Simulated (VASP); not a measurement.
**InH: relaxation of cell and atoms with PBE**

Crystal: InH.

```
In H
1.0
     0.00000    2.51536    2.51536
     2.51536    0.00000    2.51536
     2.51536    2.51536    0.00000
In H
1 1
Direct
  0.50000 0.50000 0.50000
  0.00000 0.00000 0.00000
```

The cell was built from a structure type or drawn by symmetry, and may not be a known phase.

```yaml
Program: VASP 6.6.1
Task: relaxation of cell and atoms
Functional: PBE
Potentials_or_basis: VASP PAW PBE potentials, release 64 (In_d, H)
Cutoff: 600 eV
k_mesh: 20 × 20 × 20
Occupations: gaussian, width 0.1 eV
Spin: no spin polarisation
Dipole_correction: no
Further_INCAR_settings: ALGO = Normal; EDIFF = 1e-06; IBRION = 2; EDIFFG = -0.01; NSW = 100; ISIF = 3
```

```
Pressure after relaxing : 0.0 GPa
Band gap on the k mesh  : zero (bands 7 and 8 overlap by 5.01 eV)
```

Final structure:
```cif
data_structure
_symmetry_space_group_name_H-M 'P 1'
_symmetry_Int_Tables_number 1
_cell_length_a 3.5573
_cell_length_b 3.5573
_cell_length_c 3.5573
_cell_angle_alpha 60.000
_cell_angle_beta 60.000
_cell_angle_gamma 60.000
_cell_volume 31.83
loop_
_atom_site_label
_atom_site_type_symbol
_atom_site_fract_x
_atom_site_fract_y
_atom_site_fract_z
_atom_site_occupancy
In1 In 0.50000 0.50000 0.50000 1
H1 H 0.00000 0.00000 0.00000 1
```

Levels at points of the mesh, in eV from the Fermi level:
```tsv
k point	band 4	band 5	band 6	band 7	band 8	band 9	band 10	band 11
(0.00, 0.00, 0.00)	-14.38	-14.38	-9.71	3.49	8.13	8.13	8.13	10.96
(0.50, 0.00, 0.00)	-14.29	-14.29	-5.54	-4.56	4.42	6.87	6.87	10.03
(0.50, 0.50, 0.00)	-14.26	-14.26	-4.31	-2.09	0.48	2.99	2.99	6.69
```

Run time: 40 s on 1 thread of Intel(R) Xeon(R) 6975P-C (Granite Rapids) (shared host), peak memory 0.24 GiB.

Caveat: the relaxation stopped at its first step, so nothing moved; spin-orbit coupling is left out, which moves the levels of the heavy elements.
